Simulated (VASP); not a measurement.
Si16C (a cell with a defect): single point with r2SCAN+D3(BJ)

System: Si16C (a cell with a defect).

```xyz
17
Lattice="0.0000 5.4300 5.4300 5.4300 0.0000 5.4300 5.4300 5.4300 0.0000" Properties=species:S:1:pos:R:3 pbc="T T T"
Si   -0.1294    0.0513   -0.0352
Si    1.5684    1.0970    1.1887
Si    2.7879    2.6907   -0.0081
Si    4.0407    4.0883    1.4023
Si    2.8741   -0.0207    2.7645
Si    4.0299    1.5465    4.1050
Si    5.4708    2.8061    2.7513
Si    6.8825    4.1071    4.1113
Si    0.1711    2.3474    2.6671
Si    0.9020    4.2406    3.6498
Si    2.7220    5.4915    2.7855
Si    4.1618    6.7070    4.1684
Si    2.8660    2.9718    5.5922
Si    4.3746    4.0235    7.0132
Si    5.5623    5.4228    5.5431
Si    6.8616    6.9322    6.8101
C     2.1770    4.5698    4.8827
```

* Program: VASP 6.6.1
* Task: single point
* Functional: r2SCAN
* Dispersion: D3(BJ)
* Potentials or basis: VASP PAW PBE potentials, release 64 (Si, C)
* Cutoff: 520 eV
* k mesh: 2 × 2 × 2
* Occupations: fermi-dirac, width 0.02 eV
* Spin: collinear spin, zero start
* Starting moments: [0.0, 0.0, 0.0, 0.0, 0.0, 0.0, 0.0, 0.0, 0.0, 0.0, 0.0, 0.0, 0.0, 0.0, 0.0, 0.0, 0.0] μB
* Dipole correction: no
* Further INCAR settings: LREAL = Auto; ALGO = Normal; EDIFF = 1e-06; NBANDS = 52

- Pressure: 0.1 GPa
- Largest force: 0.302 eV/Å
- Band gap on the k mesh: zero (filled and empty bands overlap)
- Net moment: 0.00 μB per cell
- Valence electrons inside the program's atomic spheres: Si 1.67, 1.68, 1.72, 1.70, 1.71, 1.75, 1.73, 1.66, 1.69 (each value once); C 2.34
- Dispersion energy per atom: -0.147 eV

Forces on the atoms (eV/Å):
```
Si   0.086  0.000 -0.035
Si  -0.093  0.129  0.055
Si   0.013  0.026 -0.007
Si   0.020 -0.038  0.005
Si   0.003 -0.084  0.020
Si  -0.026  0.023 -0.017
Si   0.029  0.017 -0.026
Si  -0.020 -0.013  0.007
Si  -0.031  0.027 -0.019
Si  -0.216  0.074  0.168
Si   0.076  0.060 -0.031
Si   0.029  0.019  0.006
Si   0.141  0.082  0.056
Si  -0.116 -0.098 -0.086
Si   0.047  0.030  0.003
Si   0.047  0.002  0.061
C    0.011 -0.256 -0.160
```

Stress tensor (GPa, compression positive):
```
 0.97  0.28  1.29
 0.28 -0.36  0.21
 1.29  0.21 -0.31
```

Levels at points of the mesh, in eV from the Fermi level:
Spin up:
| k point | band 30 | band 31 | band 32 | band 33 | band 34 | band 35 | band 36 | band 37 | band 38 | band 39 |
| --- | --- | --- | --- | --- | --- | --- | --- | --- | --- | --- |
| (0.00, 0.00, 0.00) | -1.23 | -0.95 | -0.47 | -0.27 | -0.22 | -0.14 | 0.59 | 0.90 | 1.01 | 1.12 |
| (0.50, 0.00, 0.00) | -1.14 | -1.12 | -0.98 | -0.77 | -0.56 | 0.80 | 1.50 | 1.63 | 1.77 | 1.80 |
| (0.00, 0.50, 0.00) | -1.33 | -0.97 | -0.80 | -0.78 | -0.16 | 0.64 | 1.18 | 1.46 | 1.76 | 1.97 |
| (0.00, 0.00, 0.50) | -1.23 | -1.08 | -1.01 | -0.80 | -0.56 | 1.10 | 1.60 | 1.64 | 1.69 | 1.78 |
| (0.50, 0.50, 0.50) | -1.21 | -1.11 | -0.97 | -0.77 | -0.41 | 0.36 | 1.16 | 1.62 | 1.75 | 1.97 |
| (0.50, 0.50, 0.00) | -1.63 | -1.55 | -1.31 | -0.62 | -0.31 | 0.55 | 1.65 | 1.73 | 2.38 | 2.57 |
| (0.00, 0.50, 0.50) | -1.59 | -1.53 | -1.36 | -0.66 | -0.20 | 0.46 | 1.57 | 1.77 | 2.41 | 2.50 |
| (0.50, 0.00, 0.50) | -1.64 | -1.59 | -1.57 | -1.48 | 0.13 | 1.13 | 1.70 | 1.80 | 2.38 | 2.61 |
Spin down:
```
           k point  band 30  band 31  band 32  band 33  band 34  band 35  band 36  band 37  band 38  band 39
(0.00, 0.00, 0.00)    -1.23    -0.95    -0.47    -0.27    -0.22    -0.14     0.59     0.90     1.01     1.12
(0.50, 0.00, 0.00)    -1.14    -1.12    -0.98    -0.77    -0.56     0.80     1.50     1.63     1.77     1.80
(0.00, 0.50, 0.00)    -1.33    -0.97    -0.80    -0.78    -0.16     0.64     1.18     1.46     1.76     1.97
(0.00, 0.00, 0.50)    -1.23    -1.08    -1.01    -0.80    -0.56     1.10     1.60     1.64     1.69     1.78
(0.50, 0.50, 0.50)    -1.21    -1.11    -0.97    -0.77    -0.41     0.36     1.16     1.62     1.75     1.97
(0.50, 0.50, 0.00)    -1.63    -1.55    -1.31    -0.62    -0.31     0.55     1.65     1.73     2.38     2.57
(0.00, 0.50, 0.50)    -1.59    -1.53    -1.36    -0.66    -0.20     0.46     1.57     1.77     2.41     2.50
(0.50, 0.00, 0.50)    -1.64    -1.59    -1.57    -1.48     0.13     1.13     1.70     1.80     2.38     2.61
```

Wall time 25 min on 1 thread of AMD EPYC 9R45 96-Core Processor (Zen 5) (shared host), peak memory 0.8 GiB.

Caveat: the k points lie up to 0.50 Å⁻¹ apart; the PAW data sets were made with another functional, which shifts forces and pressure a little.
